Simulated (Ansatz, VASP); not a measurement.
BiTe in VASP and in Ansatz

```
CELL_PARAMETERS angstrom
0.00000 3.23500 3.23500
3.23500 0.00000 3.23500
3.23500 3.23500 0.00000
ATOMIC_POSITIONS crystal
Bi 0.00000 0.00000 0.00000
Te 0.50000 0.50000 0.50000
```

Alike in both runs: task single point; functional PBE; k mesh 8 × 8 × 8; occupations gaussian, width 0.1 eV; no spin polarisation.

|  | VASP | Ansatz |
| --- | --- | --- |
| version | VASP 6.6.1 | Ansatz 0.2.0 |
| potentials or method | VASP PAW PBE potentials, release 64 (Bi_d, Te), cutoff 520 eV | plane waves, PAW |
| valence electrons in the cell | 21 | 31 |

|  | VASP | Ansatz | Ansatz less VASP |
| --- | --- | --- | --- |
| pressure (GPa) | 0.6 | 0.6 | +0.07 |

With one functional, cell and mesh, what is left measures potentials, basis and numerics. VASP's potentials hold 21 valence electrons a cell and Ansatz's 31, so a difference there can come from the potentials and not from the codes.

Spin-orbit coupling is off throughout.
